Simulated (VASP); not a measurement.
**Te2P: relaxation of cell and atoms with PBE**

Crystal: Te2P.

```xyz
3
Lattice="5.2600 0.0000 0.0000 -2.6300 4.5553 0.0000 0.0000 0.0000 3.0976" Properties=species:S:1:pos:R:3 pbc="T T T"
Te    0.0000    3.0369    1.5488
Te    2.6300    1.5184    1.5488
P     0.0000    0.0000    0.0000
```

```json
{
  "Program": "VASP 6.6.1",
  "Task": "relaxation of cell and atoms",
  "Functional": "PBE",
  "Potentials or basis": "VASP PAW PBE potentials, release 64 (Te, P)",
  "Cutoff": "600 eV",
  "k mesh": "9 × 9 × 14",
  "Occupations": "gaussian, width 0.1 eV",
  "Spin": "no spin polarisation",
  "Dipole correction": "no",
  "Further INCAR settings": "ALGO = Normal; EDIFF = 1e-07; IBRION = 2; EDIFFG = -0.01; NSW = 100; ISIF = 3"
}
```

```yaml
Relaxed_volume: 24.84 Å³/atom
Relaxed_cell: a = 5.313 Å, b = 5.313 Å, c = 3.048 Å, α = 90.00°, β = 90.00°, γ = 120.00°
Space_group_after_relaxing_to_0.1_Å: P6/mmm (No. 191)
Energy_gained_by_relaxing: 3.5 meV/atom
Ionic_steps: 5
Pressure_after_relaxing: 0.0 GPa
```

The path:
| step | energy change (eV) | largest force (eV/Å) | pressure (GPa) | volume (Å³) |
| --- | --- | --- | --- | --- |
| 1 | 0.0000 | 0.0000 | 0.19 | 74.22 |
| 2 | -0.0100 | 0.0000 | 0.00 | 74.53 |
| 3 | -0.0106 | 0.0000 | -0.05 | 74.62 |
| 4 | -0.0106 | 0.0000 | -0.06 | 74.63 |
| 5 | -0.0106 | 0.0000 | 0.02 | 74.53 |

Final structure:
```cif
data_structure
_symmetry_space_group_name_H-M 'P 1'
_symmetry_Int_Tables_number 1
_cell_length_a 5.3131
_cell_length_b 5.3131
_cell_length_c 3.0484
_cell_angle_alpha 90.000
_cell_angle_beta 90.000
_cell_angle_gamma 120.000
_cell_volume 74.53
loop_
_atom_site_label
_atom_site_type_symbol
_atom_site_fract_x
_atom_site_fract_y
_atom_site_fract_z
_atom_site_occupancy
Te1 Te 0.33333 0.66667 0.50000 1
Te2 Te 0.66667 0.33333 0.50000 1
P1 P 0.00000 0.00000 0.00000 1
```

Levels at points of the mesh, in eV from the Fermi level:
```csv
k point,band 7,band 8,band 9,band 10,band 11,band 12
"(0.00, 0.00, 0.00)",-3.93,1.21,3.11,3.11,3.87,4.51
"(0.00, 0.00, 0.50)",-3.23,-2.85,-0.82,-0.82,-0.09,-0.09
```

Wall time 110 s on 1 thread of Intel(R) Xeon(R) 6975P-C (Granite Rapids) (shared host), peak memory 0.3 GiB.

Caveat: the highest band is partly filled, so the run has too few bands; spin-orbit coupling is left out, which moves the levels of the heavy elements.
